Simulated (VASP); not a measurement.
# La5Mg (P-62m) in VASP: further runs, part 2 of 2

VASP 6.6.1. The steps go on from the part before.

## 5. Single point, LDA

This run uses another cell than the first one, of 37.56 Å³/atom.

The input, INCAR:

```
PREC = Accurate
ENCUT = 520
EDIFF = 1E-6
ISMEAR = 1
SIGMA = 0.05
LREAL = F
LASPH = T
NELM = 100
ALGO = Normal
ISIF = 2
LWAVE = F
LCHARG = F
GGA = CA
NBANDS = 38
```

The input, KPOINTS:

```
regular mesh
0
Gamma
  4 4 4
```

The input, POSCAR:

```
La5Mg
1.0
    6.5980382909      0.0000000000      0.0000000000
   -3.2990186325      5.7140686192      0.0000000000
    0.0000000000      0.0000000000      5.9772133977
La Mg
5 1
Direct
    0.3333333333      0.6666666667      0.5000000000
    0.0000000000      0.6884840000      0.0000000000
    0.6884840000      0.0000000000      0.0000000000
    0.3115160000      0.3115160000      0.0000000000
    0.6666666667      0.3333333333      0.5000000000
    0.0000000000      0.0000000000      0.5000000000
```

Potentials or basis: VASP PAW LDA potentials, release 64 (La, Mg).

On the command line:

```bash
> cat potpaw_LDA.64/La/POTCAR potpaw_LDA.64/Mg/POTCAR > POTCAR
> mpirun -np 1 vasp_std > vasp.out
```

OUTCAR:

```text
PREC = Accurate
   ENCUT = 520
   EDIFF = 1E-6
   ISMEAR = 1
   LREAL = F
   LASPH = T
   NELM = 100
   ISIF = 2
   GGA = CA

 ion  position               nearest neighbor table
   1  0.333  0.667  0.500-
   2  0.000  0.688  0.000-   3 3.56   4 3.56   6 3.63   6 3.63
   3  0.688  0.000  0.000-   2 3.56   4 3.56   6 3.63   6 3.63
   4  0.312  0.312  0.000-   2 3.56   3 3.56   6 3.63   6 3.63
   5  0.667  0.333  0.500-
   6  0.000  0.000  0.500-   2 3.63   2 3.63   3 3.63   3 3.63   4 3.63   4 3.63

  LATTYP: Found a hexagonal cell.
 ALAT       =     6.5980382909
 C/A-ratio  =     0.9059076553

  Lattice vectors:

 A1 = (   6.5980382909,   0.0000000000,   0.0000000000)
 A2 = (  -3.2990186325,   5.7140686192,   0.0000000000)
 A3 = (   0.0000000000,   0.0000000000,   5.9772133977)

Analysis of symmetry for initial positions (statically):
=====================================================================
 Subroutine PRICEL returns:
 Original cell was already a primitive cell.

 Routine SETGRP: Setting up the symmetry group for a
 hexagonal supercell.

 Subroutine GETGRP returns: Found 12 space group operations
 (whereof 12 operations were pure point group operations)
 out of a pool of 24 trial point group operations.

The static configuration has the point symmetry D_3h.

Analysis of symmetry for dynamics (positions and initial velocities):
=====================================================================
 Subroutine PRICEL returns:
 Original cell was already a primitive cell.

 Routine SETGRP: Setting up the symmetry group for a
 hexagonal supercell.

 Subroutine GETGRP returns: Found 12 space group operations
 (whereof 12 operations were pure point group operations)
 out of a pool of 24 trial point group operations.

The dynamic configuration has the point symmetry D_3h.

 Subroutine INISYM returns: Found 12 space group operations
 (whereof 12 operations are pure point group operations),
 and found     1 'primitive' translations

----------------------------------------------------------------------------------------

                                     Primitive cell

  volume of cell :     225.3508

  direct lattice vectors                    reciprocal lattice vectors
     6.598038291  0.000000000  0.000000000     0.151560200  0.087503311  0.000000000
    -3.299018633  5.714068619  0.000000000     0.000000000  0.175006649  0.000000000
     0.000000000  0.000000000  5.977213398     0.000000000  0.000000000  0.167302041

  length of vectors
     6.598038291  6.598037899  5.977213398     0.175006638  0.175006649  0.167302041

  position of ions in fractional coordinates (direct lattice)
     0.333333333  0.666666667  0.500000000
     0.000000000  0.688484000  0.000000000
     0.688484000  0.000000000  0.000000000
     0.311516000  0.311516000  0.000000000
     0.666666667  0.333333333  0.500000000
     0.000000000  0.000000000  0.500000000

  ion indices of the primitive-cell ions
   primitive index   ion index
                 1           1
                 2           2
                 3           3
                 4           4
                 5           5
                 6           6

----------------------------------------------------------------------------------------

[... 32 lines left out ...]
  0.500000  0.000000  0.250000      6.000000
  0.250000  0.250000  0.250000     12.000000
  0.000000  0.000000  0.500000      1.000000
  0.250000  0.000000  0.500000      6.000000
  0.500000  0.000000  0.500000      3.000000
  0.250000  0.250000  0.500000      6.000000
   k-points           NKPTS =     12   k-points in BZ     NKDIM =     12   number of bands    NBANDS=     38
   number of dos      NEDOS =    301   number of ions     NIONS =      6
   total plane-waves  NPLWV = 120000
   dimension x,y,z NGX =    50 NGY =   50 NGZ =   48
   dimension x,y,z NGXF=   100 NGYF=  100 NGZF=   96
   ions per type =               5   1
   NGX,Y,Z   is equivalent  to a cutoff of  12.60, 12.60, 13.35 a.u.
   NGXF,Y,Z  is equivalent  to a cutoff of  25.20, 25.20, 26.70 a.u.
 SYSTEM =  unknown system
   PREC   = accura    normal or accurate (medium, high low for compatibility)
   ISTART =      0    job   : 0-new  1-cont  2-samecut
   ICHARG =      2    charge: 1-file 2-atom 10-const
   ISPIN  =      1    spin polarized calculation?
   LNONCOLLINEAR =      F non collinear calculations
   LSORBIT =      F    spin-orbit coupling
   LASPH  =      T    aspherical Exc in radial PAW
   ENCUT  =  520.0 eV  38.22 Ry    6.18 a.u.  12.27 12.27 11.11*2*pi/ulx,y,z
   NELM   =    100;   NELMIN=  2; NELMDL= -5     # of ELM steps
   EDIFF  = 0.1E-05   stopping-criterion for ELM
   LREAL  =      F    real-space projection
   EDIFFG = 0.1E-04   stopping-criterion for IOM
   NSW    =      0    number of steps for IOM
   IBRION =     -1    ionic relax: 0-MD 1-quasi-New 2-CG
   NFREE  =      0    steps in history (QN), initial steepest desc. (CG)
   ISIF   =      2    stress and relaxation
   ISYM   =      2    0-nonsym 1-usesym 2-fastsym
   POTIM  = 0.5000    time-step for ionic-motion
   TEBEG  =    0.0;   TEEND  =   0.0 temperature during run
   PSTRESS=    0.0 pullay stress
   NELECT =      57.0000    total number of electrons
   NUPDOWN=      -1.0000    fix difference up-down
   EMIN   =  10.00;   EMAX   =-10.00  energy-range for DOS
   EFERMI =   0.00;   METHOD = LEGACY
   ISMEAR =     1;   SIGMA  =   0.05  broadening in eV -4-tet -1-fermi 0-gaus
   EFERMI_NEDOS =   21; number of points for ismear=-14 and -15
   IALGO  =     38    algorithm
   IMIX   =      4    mixing-type and parameters
     AMIX     =   0.40;   BMIX     =  1.00
     AMIX_MAG =   1.60;   BMIX_MAG =  1.00
  volume/ion in A,a.u.               =      37.56       253.46
  Fermi-wavevector in a.u.,A,eV,Ry     =   1.035333  1.956496 14.584284  1.071915
  Thomas-Fermi vector in A             =   2.169671
   LORBIT       =      0    0 simple, 1 ext, 2 COOP (PROOUT), +10 PAW based schemes
   GGA     = CA    functional components
   LHFCALC =     F    Hartree Fock is set to
   AEXX    =    0.0000 exact exchange contribution
   IVDW    =     0    specifies the selected vdW correction
   LEPSILON=     F    determine dielectric tensor
   LRPA    =     F    only Hartree local field effects (RPA)
 non-spin polarized calculation
 Methfessel and Paxton  Order N= 1 SIGMA  =   0.05
  energy-cutoff  :      520.00
  volume of cell :      225.35
 maximum number of plane-waves:      6095
 NGX is ok and might be reduce to    50
   NGX = 25   NGY = 25   NGZ = 23

 number of electron      56.9999997 magnetization

 Free energy of the ion-electron system (eV)
  ---------------------------------------------------
  ext. energy  EPLUGINS =         0.00000000
  ---------------------------------------------------
  free energy    TOTEN  =       -28.98858268 eV

  energy without entropy =      -28.98565210  energy(sigma->0) =      -28.98760582

 E-fermi :   6.3653     XC(G=0):  -9.3382

 val. band max:        6.3639804011   @ k =   0.5000   0.0000   0.5000
 cond. band min:       6.3737644445   @ k =   0.2500   0.2500   0.2500
 fundamental gap:      0.0097840435
 Fermi energy:         6.3652791245

 k-point     1 :       0.0000    0.0000    0.0000
  band No.  band energies     occupation
      1     -26.5628      2.00000
      2     -26.4406      2.00000
      3     -26.3802      2.00000
      4     -26.2822      2.00000
      5     -26.2822      2.00000
      6     -10.7522      2.00000
[... 481 lines left out ...]
     37       7.4989      0.00000
     38       7.5335      0.00000

------------------------ aborting loop because EDIFF is reached ----------------------------------------

  FORCE on cell =-STRESS in cart. coord.  units (eV):
  Direction    XX          YY          ZZ          XY          YZ          ZX
  --------------------------------------------------------------------------------------
  -------------------------------------------------------------------------------------
  Total       -6.9086716     -6.9086712     -6.4107499     -0.0000006      0.0000000     -0.0000000
  in kB      -49.1186123    -49.1186096    -45.5785364     -0.0000044      0.0000000     -0.0000000
  external PRESSURE =     -47.9385861 kB  Pullay stress =       0.0000000 kB

 VOLUME and BASIS-vectors are now :
 -----------------------------------------------------------------------------
  energy-cutoff  :      520.00
  volume of cell :      225.35
      direct lattice vectors                 reciprocal lattice vectors
     6.598038291  0.000000000  0.000000000     0.151560200  0.087503311  0.000000000
    -3.299018633  5.714068619  0.000000000     0.000000000  0.175006649  0.000000000
     0.000000000  0.000000000  5.977213398     0.000000000  0.000000000  0.167302041

 POSITION                                       TOTAL-FORCE (eV/Angst)
 -----------------------------------------------------------------------------------
      0.00000      3.80938      2.98861         0.000000     -0.000000      0.000000
     -2.27132      3.93404      0.00000         0.017217     -0.029820     -0.000000
      4.54264      0.00000      0.00000        -0.034433     -0.000000     -0.000000
      1.02770      1.78002      0.00000         0.017217      0.029820      0.000000
      3.29902      1.90469      2.98861         0.000000     -0.000000      0.000000
      0.00000      0.00000      2.98861         0.000000     -0.000000      0.000000
 -----------------------------------------------------------------------------------
    total drift:                               -0.000000      0.000000      0.000000

  FREE ENERGIE OF THE ION-ELECTRON SYSTEM (eV)
  ---------------------------------------------------
  free  energy   TOTEN  =       -28.9885826789 eV

  energy  without entropy=      -28.9856520958  energy(sigma->0) =      -28.98760582
```

Wall time 2.8 min (1 thread of Intel Xeon Platinum 8488C (Sapphire Rapids), shared host); peak memory 0.31 GiB.

Results:

* Free energy: -28.9886 eV
* Pressure: -4.8 GPa
* Largest force: 0.034 eV/Å
* Band gap on the k mesh: zero (an odd number of electrons rules out a gap without spin polarisation)

Forces on the atoms (eV/Å):
```
La   0.000  0.000  0.000
La   0.017 -0.030  0.000
La  -0.034  0.000  0.000
La   0.017  0.030  0.000
La   0.000  0.000  0.000
Mg   0.000  0.000  0.000
```

Stress tensor (GPa, compression positive):
```
-4.91  0.00  0.00
 0.00 -4.91  0.00
 0.00  0.00 -4.56
```

Levels at points of the mesh, in eV from the Fermi level:
| k point | band 25 | band 26 | band 27 | band 28 | band 29 | band 30 | band 31 | band 32 |
| --- | --- | --- | --- | --- | --- | --- | --- | --- |
| (0.00, 0.00, 0.00) | -0.82 | -0.82 | -0.30 | -0.19 | 0.32 | 0.43 | 0.43 | 1.00 |
| (0.50, 0.00, 0.00) | -0.86 | -0.65 | -0.60 | -0.23 | -0.08 | 0.12 | 0.33 | 0.47 |
| (0.00, 0.00, 0.50) | -0.69 | -0.36 | -0.33 | -0.33 | 0.10 | 0.33 | 0.33 | 0.71 |
| (0.50, 0.00, 0.50) | -1.24 | -0.44 | -0.24 | -0.11 | -0.01 | 0.00 | 0.25 | 0.25 |

Caveat: the cell stands under tension; spin-orbit coupling is left out, which moves the levels of the heavy elements.

## 6. Single point, LDA

This run uses another cell than the first one, of 38.95 Å³/atom.

Edit INCAR of step 5 so:

```diff
@@ -7,3 +7,3 @@
 LASPH = T
-NELM = 100
+NELM = 60
 ALGO = Normal
@@ -12,3 +12,2 @@
 LCHARG = F
-GGA = CA
 NBANDS = 38
```

KPOINTS is that of step 5.

Edit POSCAR of step 5 so:

```diff
@@ -2,5 +2,5 @@
 1.0
-    6.5980382909      0.0000000000      0.0000000000
-   -3.2990186325      5.7140686192      0.0000000000
-    0.0000000000      0.0000000000      5.9772133977
+    6.6785101034      0.0000000000      0.0000000000
+   -3.3392545324      5.7837592512      0.0000000000
+    0.0000000000      0.0000000000      6.0501134287
 La Mg
```

Potentials or basis: VASP PAW LDA potentials, release 64 (La, Mg).

On the command line:

```bash
> cat potpaw_LDA.64/La/POTCAR potpaw_LDA.64/Mg/POTCAR > POTCAR
> mpirun -np 1 vasp_std > vasp.out
```

Wall time 2.6 min (1 thread of Intel Xeon Platinum 8488C (Sapphire Rapids), shared host); peak memory 0.32 GiB.

The run converged. Its results:

```yaml
Free_energy: -28.7248 eV
Pressure: -5.3 GPa
Largest_force: 0.018 eV/Å
Band_gap_on_the_k_mesh: zero (an odd number of electrons rules out a gap without spin polarisation)
```

Forces in eV/Å, atoms in the order of the input:
```
La   0.000  0.000  0.000
La   0.009 -0.016  0.000
La  -0.018  0.000  0.000
La   0.009  0.016  0.000
La   0.000  0.000  0.000
Mg   0.000  0.000  0.000
```

Stress tensor (GPa, compression positive):
```
-5.40  0.00  0.00
 0.00 -5.40  0.00
 0.00  0.00 -5.23
```

Levels at points of the mesh, in eV from the Fermi level:
```
           k point  band 26  band 27  band 28  band 29  band 30  band 31
(0.00, 0.00, 0.00)    -0.79    -0.27    -0.22     0.26     0.40     0.40
(0.50, 0.00, 0.00)    -0.63    -0.57    -0.21    -0.07     0.13     0.33
(0.00, 0.00, 0.50)    -0.34    -0.31    -0.31     0.12     0.32     0.32
(0.50, 0.00, 0.50)    -0.49    -0.21    -0.10     0.02     0.02     0.26
```

Caveat: the cell stands under tension; spin-orbit coupling is left out, which moves the levels of the heavy elements.

## 7. Overview

| cell | gap on the mesh (eV) | pressure (GPa) | largest force (eV/Å) |
| --- | --- | --- | --- |
| a = 6.344, b = 6.344, c = 5.747 Å, angles 90.0, 90.0, 120.0°, 6 atoms | none | -2.5 | 0.07 |
| a = 6.431, b = 6.431, c = 5.826 Å, angles 90.0, 90.0, 120.0°, 6 atoms | none | -3.4 | 0.07 |
| a = 6.516, b = 6.516, c = 5.902 Å, angles 90.0, 90.0, 120.0°, 6 atoms | none | -4.2 | 0.05 |
| a = 6.598, b = 6.598, c = 5.977 Å, angles 90.0, 90.0, 120.0°, 6 atoms | none | -4.8 | 0.03 |
| a = 6.679, b = 6.679, c = 6.050 Å, angles 90.0, 90.0, 120.0°, 6 atoms | none | -5.3 | 0.02 |

Alike in all rows: task single point; level LDA; potentials or basis VASP PAW LDA potentials, release 64 (La, Mg); no spin polarisation; k mesh 4 × 4 × 4; cutoff (eV) 520; smearing methfessel-paxton 0.05 eV.

Caveats: spin-orbit coupling is left out, which moves the levels of the heavy elements; the cell stands under tension (at least some runs).

Total energies depend on the potentials used, so only differences within one code and one set of settings carry meaning.

The gap in the log of VASP goes by the Fermi energy; the results here count the filled bands.